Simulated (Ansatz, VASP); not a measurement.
# Two plane-wave programs on AsHF

```
CELL_PARAMETERS angstrom
3.11327 0.00000 0.00000
0.00000 3.11327 0.00000
0.00000 0.00000 3.39002
ATOMIC_POSITIONS crystal
H 0.50000 0.50000 0.50000
As 0.50000 0.50000 0.00000
F 0.00000 0.00000 0.50000
```

Alike in both runs: functional PBE; k mesh 4 × 4 × 6; occupations gaussian, width 0.1 eV; no spin polarisation.

Ansatz relaxed the structure, and its values are those at the end. VASP's run is a single point on that final structure, the one shown.

|  | VASP | Ansatz |
| --- | --- | --- |
| version | VASP 6.6.1 | Ansatz 0.2.0 |
| potentials or method | VASP PAW PBE potentials, release 64 (H, As, F), cutoff 600 eV | scalar-relativistic, plane waves, PAW |
| valence electrons in the cell | 13 | 23 |

VASP gave:

| Item | Value |
| --- | --- |
| gap on the k mesh at the Fermi level (eV) | none |
| pressure (GPa) | -0.4 |

Problem. Which values does Ansatz return?

Solution. gap on the k mesh at the Fermi level (eV): none; pressure (GPa): -0.2.

A gap of «none» marks a metal or a gap that the smearing closes. VASP's potentials hold 13 valence electrons a cell and Ansatz's 23, so a difference there can come from the potentials and not from the codes.

The k mesh is coarse, so the values compare programs but aren't converged.
